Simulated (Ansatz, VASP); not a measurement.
One calculation of HfB, two programs

```xyz
2
Lattice="0.0000 2.4177 2.4177 2.4177 0.0000 2.4177 2.4177 2.4177 0.0000" Properties=species:S:1:pos:R:3 pbc="T T T"
Hf    2.4177    2.4177    2.4177
B     0.0000    0.0000    0.0000
```

Alike in both runs: task single point; functional PBEsol; k mesh 16 × 16 × 16; occupations gaussian, width 0.1 eV; no spin polarisation.

```csv
,VASP,Ansatz
version,VASP 6.6.1,Ansatz 0.2.0
potentials or method,"VASP PAW PBE potentials, release 64 (Hf_pv, B), cutoff 520 eV","scalar-relativistic, plane waves, PAW"
valence electrons in the cell,13,29
```

VASP gave:

- gap on the k mesh at the Fermi level (eV): none
- pressure (GPa): -4.9

Q: Which values does Ansatz return?

A: gap on the k mesh at the Fermi level (eV): none; pressure (GPa): -5.1.

VASP's potentials were made for PBE, not for PBEsol. A gap of «none» marks a metal or a gap that the smearing closes. VASP's potentials hold 13 valence electrons a cell and Ansatz's 29, so a difference there can come from the potentials and not from the codes.

Spin-orbit coupling is off throughout.
